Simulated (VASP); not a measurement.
# Au (Im-3m) in VASP: notebook

Au is run at these levels: LDA; tasks: relaxation of cell and atoms.

Everything below comes from runs of VASP 6.6.1. Logs are shortened: lines on timing, memory, paths and dates and some standing lists are left out, and cuts for length are marked.

## Step 1: The cell of the first run

It takes space group Im-3m (No. 229, cubic). The conventional cell has a = 3.228 Å, b = 3.228 Å, c = 3.228 Å, α = 90.00°, β = 90.00°, γ = 90.00°. Au (site symmetry m-3m) has 14 Au at 2.80 to 3.23 Å within 3.7 Å.

## Step 2: Relaxation of cell and atoms, LDA, target pressure -2.6 GPa, at which the enthalpy is minimised

File INCAR:

```
PREC = Accurate ; ENCUT = 600
EDIFF = 1E-6 ; ISMEAR = -1
SIGMA = 0.05 ; LREAL = False
LASPH = True ; NELM = 80
ALGO = Normal ; ISIF = 3
LWAVE = False ; LCHARG = False
IBRION = 2 ; NSW = 60
EDIFFG = -0.005 ; PSTRESS = -26.0
```

File KPOINTS:

```
regular mesh
0
Gamma
  17 17 17
```

File POSCAR:

```
Au
1.0
   -1.6138412462      1.6138412462      1.6138412462
    1.6138412462     -1.6138412462      1.6138412462
    1.6138412462      1.6138412462     -1.6138412462
Au
1
Direct
    0.0000000000      0.0000000000      0.0000000000
```

Potentials or basis: VASP PAW LDA potentials, release 64 (Au).

Launch:

```sh
$ cat potpaw_LDA.64/Au/POTCAR > POTCAR
$ mpirun -np 1 vasp_std > vasp.out
```

OUTCAR:

```text
PREC = Accurate
   ENCUT = 600
   EDIFF = 1E-6
   ISMEAR = -1
   LREAL = False
   LASPH = True
   NELM = 80
   ISIF = 3
   IBRION = 2
   NSW = 60
   EDIFFG = -0.005
   PSTRESS = -26.0

 ion  position               nearest neighbor table
   1  0.000  0.000  0.000-

  LATTYP: Found a body centered cubic cell.
 ALAT       =     3.2276824924

  Lattice vectors:

 A1 = (  -1.6138412462,   1.6138412462,   1.6138412462)
 A2 = (   1.6138412462,  -1.6138412462,   1.6138412462)
 A3 = (   1.6138412462,   1.6138412462,  -1.6138412462)

Analysis of symmetry for initial positions (statically):
=====================================================================
 Subroutine PRICEL returns:
 Original cell was already a primitive cell.

 Routine SETGRP: Setting up the symmetry group for a
 body centered cubic supercell.

 Subroutine GETGRP returns: Found 48 space group operations
 (whereof 48 operations were pure point group operations)
 out of a pool of 48 trial point group operations.

The static configuration has the point symmetry O_h .

Analysis of symmetry for dynamics (positions and initial velocities):
=====================================================================
 Subroutine PRICEL returns:
 Original cell was already a primitive cell.

 Routine SETGRP: Setting up the symmetry group for a
 body centered cubic supercell.

 Subroutine GETGRP returns: Found 48 space group operations
 (whereof 48 operations were pure point group operations)
 out of a pool of 48 trial point group operations.

The dynamic configuration has the point symmetry O_h .

 Subroutine INISYM returns: Found 48 space group operations
 (whereof 48 operations are pure point group operations),
 and found     1 'primitive' translations

----------------------------------------------------------------------------------------

                                     Primitive cell

  volume of cell :      16.8129

  direct lattice vectors                    reciprocal lattice vectors
    -1.613841246  1.613841246  1.613841246     0.000000000  0.309819817  0.309819817
     1.613841246 -1.613841246  1.613841246     0.309819817  0.000000000  0.309819817
     1.613841246  1.613841246 -1.613841246     0.309819817  0.309819817  0.000000000

  length of vectors
     2.795255034  2.795255034  2.795255034     0.438151387  0.438151387  0.438151387

  position of ions in fractional coordinates (direct lattice)
     0.000000000  0.000000000  0.000000000

  ion indices of the primitive-cell ions
   primitive index   ion index
                 1           1

----------------------------------------------------------------------------------------

 KPOINTS: regular mesh

Automatic generation of k-mesh.
 Grid dimensions read from file:
 generate k-points for:   17   17   17

 Generating k-lattice:

  Cartesian coordinates                     Fractional coordinates (reciprocal lattice)
     0.000000000  0.018224695  0.018224695     0.058823529  0.000000000  0.000000000
     0.018224695  0.000000000  0.018224695     0.000000000  0.058823529  0.000000000
     0.018224695  0.018224695  0.000000000     0.000000000  0.000000000  0.058823529

  Length of vectors
     0.025773611  0.025773611  0.025773611

  Shift w.r.t. Gamma in fractional coordinates (k-lattice)
     0.000000000  0.000000000  0.000000000

 Subroutine IBZKPT returns following result:
 ===========================================

 Found    165 irreducible k-points:

 Following reciprocal coordinates:
            Coordinates               Weight
  0.000000  0.000000  0.000000      1.000000
  0.058824  0.000000  0.000000     12.000000
  0.117647  0.000000  0.000000     12.000000
  0.176471  0.000000  0.000000     12.000000
  0.235294  0.000000  0.000000     12.000000
  0.294118  0.000000  0.000000     12.000000
[... 16 lines left out ...]
  0.411765  0.117647  0.000000     48.000000
  0.176471  0.176471  0.000000     24.000000
 [... further k-points ...]
   k-points           NKPTS =    165   k-points in BZ     NKDIM =    165   number of bands    NBANDS=      9
   number of dos      NEDOS =    301   number of ions     NIONS =      1
   total plane-waves  NPLWV =  13824
   dimension x,y,z NGX =    24 NGY =   24 NGZ =   24
   dimension x,y,z NGXF=    48 NGYF=   48 NGZF=   48
   ions per type =               1
   NGX,Y,Z   is equivalent  to a cutoff of  14.27, 14.27, 14.27 a.u.
   NGXF,Y,Z  is equivalent  to a cutoff of  28.55, 28.55, 28.55 a.u.
 SYSTEM =  unknown system
   PREC   = accura    normal or accurate (medium, high low for compatibility)
   ISTART =      0    job   : 0-new  1-cont  2-samecut
   ICHARG =      2    charge: 1-file 2-atom 10-const
   ISPIN  =      1    spin polarized calculation?
   LNONCOLLINEAR =      F non collinear calculations
   LSORBIT =      F    spin-orbit coupling
   LASPH  =      T    aspherical Exc in radial PAW
   ENCUT  =  600.0 eV  44.10 Ry    6.64 a.u.   5.58  5.58  5.58*2*pi/ulx,y,z
   NELM   =     80;   NELMIN=  2; NELMDL= -5     # of ELM steps
   EDIFF  = 0.1E-05   stopping-criterion for ELM
   LREAL  =      F    real-space projection
   EDIFFG = -.5E-02   stopping-criterion for IOM
   NSW    =     60    number of steps for IOM
   IBRION =      2    ionic relax: 0-MD 1-quasi-New 2-CG
   NFREE  =      1    steps in history (QN), initial steepest desc. (CG)
   ISIF   =      3    stress and relaxation
   ISYM   =      2    0-nonsym 1-usesym 2-fastsym
   POTIM  = 0.5000    time-step for ionic-motion
   TEBEG  =    0.0;   TEEND  =   0.0 temperature during run
   PSTRESS=  -26.0 pullay stress
   NELECT =      11.0000    total number of electrons
   NUPDOWN=      -1.0000    fix difference up-down
   EMIN   =  10.00;   EMAX   =-10.00  energy-range for DOS
   EFERMI =   0.00;   METHOD = LEGACY
   ISMEAR =    -1;   SIGMA  =   0.05  broadening in eV -4-tet -1-fermi 0-gaus
   EFERMI_NEDOS =   21; number of points for ismear=-14 and -15
   IALGO  =     38    algorithm
   IMIX   =      4    mixing-type and parameters
     AMIX     =   0.40;   BMIX     =  1.00
     AMIX_MAG =   1.60;   BMIX_MAG =  1.00
  volume/ion in A,a.u.               =      16.81       113.46
  Fermi-wavevector in a.u.,A,eV,Ry     =   1.421210  2.685697 27.481562  2.019838
  Thomas-Fermi vector in A             =   2.542044
   LORBIT       =      0    0 simple, 1 ext, 2 COOP (PROOUT), +10 PAW based schemes
   GGA     = CA    functional components
   LHFCALC =     F    Hartree Fock is set to
   AEXX    =    0.0000 exact exchange contribution
   IVDW    =     0    specifies the selected vdW correction
   LEPSILON=     F    determine dielectric tensor
   LRPA    =     F    only Hartree local field effects (RPA)
 conjugate gradient relaxation of ions
 non-spin polarized calculation
  energy-cutoff  :      600.00
  volume of cell :       16.81
 maximum number of plane-waves:       574
   NGX = 11   NGY = 11   NGZ = 11

--------------------------------------- Ionic step        1  -------------------------------------------

 number of electron      11.0000001 magnetization

 Free energy of the ion-electron system (eV)
  ---------------------------------------------------
  ext. energy  EPLUGINS =         0.00000000
  ---------------------------------------------------
  free energy    TOTEN  =        -4.42079670 eV

  energy without entropy =       -4.41753064  energy(sigma->0) =       -4.41916367

------------------------ aborting loop because EDIFF is reached ----------------------------------------

  FORCE on cell =-STRESS in cart. coord.  units (eV):
  Direction    XX          YY          ZZ          XY          YZ          ZX
  --------------------------------------------------------------------------------------
  -------------------------------------------------------------------------------------
  Total       -0.1518092     -0.1518092     -0.1518092     -0.0000000     -0.0000000      0.0000000
  in kB      -14.4665902    -14.4665902    -14.4665902     -0.0000000     -0.0000000      0.0000000
  external PRESSURE =      11.5334098 kB  Pullay stress =     -26.0000000 kB
[... 59 lines left out ...]
  enthalpy is  TOTEN    =        -4.6929397197 eV   P V=       -0.2776452790

--------------------------------------- Ionic step        3  -------------------------------------------

 number of electron      11.0000001 magnetization

 Free energy of the ion-electron system (eV)
  ---------------------------------------------------
  ext. energy  EPLUGINS =         0.00000000
  ---------------------------------------------------
  free energy    TOTEN  =        -4.41940693 eV

  energy without entropy =       -4.41618825  energy(sigma->0) =       -4.41779759

 E-fermi :   9.2829     XC(G=0): -13.0260

 val. band max:        9.2823422701   @ k =   0.2353   0.2353   0.0000
 cond. band min:       9.3518357436   @ k =   0.4706   0.0588   0.0000
 fundamental gap:      0.0694934735
 Fermi energy:         9.2828512978

 k-point     1 :       0.0000    0.0000    0.0000
  band No.  band energies     occupation
      1      -0.5733      2.00000
      2       4.4765      2.00000
      3       4.4765      2.00000
      4       4.4765      2.00000
      5       6.4661      2.00000
      6       6.4661      2.00000
      7      25.8773      0.00000
      8      25.8773      0.00000
      9      25.8773      0.00000
[... 265 lines left out ...]
 k-point    24 :       0.1765    0.1765    0.0000
  band No.  band energies     occupation
      1       2.1333      2.00000
      2       4.0217      2.00000
      3       4.0786      2.00000
      4       6.0048      2.00000
      5       6.6459      2.00000
      6       7.1467      2.00000
      7      20.4948      0.00000
      8      22.3023      0.00000
      9      25.2031      0.00000

 [... further k-points ...]
[... 5 lines left out ...]
  --------------------------------------------------------------------------------------
  -------------------------------------------------------------------------------------
  Total       -0.2778835     -0.2778835     -0.2778835      0.0000000      0.0000000      0.0000000
  in kB      -26.3089772    -26.3089772    -26.3089772      0.0000000      0.0000000      0.0000000
  external PRESSURE =      -0.3089772 kB  Pullay stress =     -26.0000000 kB
[... 16 lines left out ...]
  FREE ENERGIE OF THE ION-ELECTRON SYSTEM (eV)
  ---------------------------------------------------
  free  energy   TOTEN  =        -4.4194069289 eV

  energy  without entropy=       -4.4161882513  energy(sigma->0) =       -4.41779759

  enthalpy is  TOTEN    =        -4.6940268692 eV   P V=       -0.2746199403

 reached required accuracy - stopping structural energy minimisation
```

Wall time 14 s (1 thread of Intel Xeon 6975P-C (Granite Rapids), shared host); peak memory 0.16 GiB.

What came out:

```
Free energy                                            : -4.4194 eV
Relaxed volume                                         : 16.92 Å³/atom
Relaxed cell                                           : a = 2.801 Å, b = 2.801 Å, c = 2.801 Å, α = 109.47°, β = 109.47°, γ = 109.47°
Space group after relaxing (to 0.05 Å)                 : Im-3m (No. 229)
Energy change on relaxing (the enthalpy is what falls) : +1.4 meV/atom
Ionic steps                                            : 3
Pressure after relaxing                                : -2.6 GPa
```

Step by step:
| step | energy change (eV) | largest force (eV/Å) | pressure (GPa) | volume (Å³) |
| --- | --- | --- | --- | --- |
| 1 | 0.0000 | 0.0000 | -1.45 | 16.81 |
| 2 | 0.0055 | 0.0000 | -4.44 | 17.11 |
| 3 | 0.0014 | 0.0000 | -2.63 | 16.92 |

Final structure:
```yaml
crystal:
  lattice:
    - [-1.61735, 1.61735, 1.61735]
    - [1.61735, -1.61735, 1.61735]
    - [1.61735, 1.61735, -1.61735]
  atoms:
    - { symbol: Au, position: [0.00000, 0.00000, 0.00000] }
```

Caveat: the cell is relaxed towards a set pressure, so the enthalpy falls and the energy may rise; spin-orbit coupling is left out, which moves the levels of the heavy elements.

## Step 3: Relaxation of cell and atoms, LDA, target pressure -2.6 GPa, at which the enthalpy is minimised

This run uses another cell than the first one, of 16.87 Å³/atom, 1.003 times its volume.

File INCAR:

```
SYSTEM = Au
ALGO = Normal
EDIFF = 1E-6
EDIFFG = -0.005
ENCUT = 600
IBRION = 2
ISIF = 3
ISMEAR = -1
LASPH = .TRUE.
LCHARG = .FALSE.
LREAL = .FALSE.
LWAVE = .FALSE.
NELM = 60
NSW = 32
PREC = Accurate
PSTRESS = -26.0
SIGMA = 0.05
```

File KPOINTS:

```
k-points
0
G
  17 17 17
  0 0 0
```

File POSCAR:

```
Au
1.0
   -1.6155991455      1.6155991455      1.6155991455
    1.6155991455     -1.6155991455      1.6155991455
    1.6155991455      1.6155991455     -1.6155991455
Au
1
Direct
    0.0000000000      0.0000000000      0.0000000000
```

Potentials or basis: VASP PAW LDA potentials, release 64 (Au).

Launch:

```sh
$ cat potpaw_LDA.64/Au/POTCAR > POTCAR
$ mpirun -np 1 vasp_std > vasp.out
```

It took 14 s on 1 thread of Intel Xeon 6975P-C (Granite Rapids), shared host; peak memory 0.16 GiB.

It converged, with:

```
Free energy                                            : -4.4194 eV
Relaxed volume                                         : 16.92 Å³/atom
Relaxed cell                                           : a = 2.801 Å, b = 2.801 Å, c = 2.801 Å, α = 109.47°, β = 109.47°, γ = 109.47°
Space group after relaxing (to 0.05 Å)                 : Im-3m (No. 229)
Energy change on relaxing (the enthalpy is what falls) : +0.8 meV/atom
Ionic steps                                            : 3
Pressure after relaxing                                : -2.6 GPa
```

Step by step:
```csv
step,energy change (eV),largest force (eV/Å),pressure (GPa),volume (Å³)
1,0.0000,0.0000,-2.03,16.87
2,0.0026,0.0000,-3.51,17.01
3,0.0008,0.0000,-2.61,16.92
```

Final structure:
```
Au
1.0
    -1.61733    1.61733    1.61733
     1.61733   -1.61733    1.61733
     1.61733    1.61733   -1.61733
Au
1
Direct
  0.00000 0.00000 0.00000
```

Levels at points of the mesh, in eV from the Fermi level:
| k point | band 3 | band 4 | band 5 | band 6 | band 7 | band 8 | band 9 |
| --- | --- | --- | --- | --- | --- | --- | --- |
| (0.00, 0.00, 0.00) | -4.81 | -4.81 | -2.82 | -2.82 | 16.59 | 16.59 | 16.59 |

Caveat: the cell is relaxed towards a set pressure, so the enthalpy falls and the energy may rise; spin-orbit coupling is left out, which moves the levels of the heavy elements.
